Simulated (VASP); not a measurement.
Write the native input for VASP 6.6.1 that does the following.

```yaml
Task: relaxation of cell and atoms
Functional: revPBE
Potentials_or_basis: VASP PAW PBE potentials, release 64 (K_sv)
Cutoff: 600 eV
k_mesh: 6 × 6 × 6
Occupations: fermi-dirac, width 0.1 eV
Spin: no spin polarisation
Dipole_correction: no
Further_INCAR_settings: ALGO = Normal; EDIFF = 1e-06; IBRION = 2; EDIFFG = -0.01; NSW = 80; ISIF = 3
```

The structure of K lies in POSCAR:

```
K
1.0
    0.0000000000      4.5833978046      4.5833978046
    4.5833978046      0.0000000000      4.5833978046
    4.5833978046      4.5833978046      0.0000000000
K
2
Direct
    0.1250000000      0.1250000000      0.1250000000
    0.8750000000      0.8750000000      0.8750000000
```

This isn't the form of K at room conditions, which is bcc.

One way to write it, as run:

INCAR

```
PREC = Accurate ; ENCUT = 600
EDIFF = 1E-6 ; ISMEAR = -1
SIGMA = 0.1 ; LREAL = F
LASPH = T ; NELM = 60
ALGO = Normal ; ISIF = 3
LWAVE = F ; LCHARG = F
GGA = RE ; IBRION = 2
NSW = 80 ; EDIFFG = -0.01
```

KPOINTS

```
regular mesh
0
Gamma
  6 6 6
```

Potentials or basis: VASP PAW PBE potentials, release 64 (K_sv).

Command:

```sh
$ cat potpaw_PBE.64/K_sv/POTCAR > POTCAR
$ mpirun -np 1 vasp_std > vasp.out
```

Results of the run:

* Relaxed volume: 123.13 Å³/atom
* Relaxed cell: a = 7.036 Å, b = 7.036 Å, c = 7.036 Å, α = 60.00°, β = 60.00°, γ = 60.00°
* Space group after relaxing (to 0.1 Å): Fd-3m (No. 227)
* Energy gained by relaxing: 24.8 meV/atom
* Ionic steps: 5
* Pressure after relaxing: 0.0 GPa
* Band gap on the k mesh: zero (bands 9 and 10 overlap by 0.22 eV)

Caveat: the volume moved by over 15 % at a fixed basis, so the end points are rough; the PAW data sets were made with another functional, which shifts forces and pressure a little.

Run time: 2.6 min on 1 thread of Intel(R) Xeon(R) 6975P-C (Granite Rapids), on a shared host, peak memory 0.41 GiB.
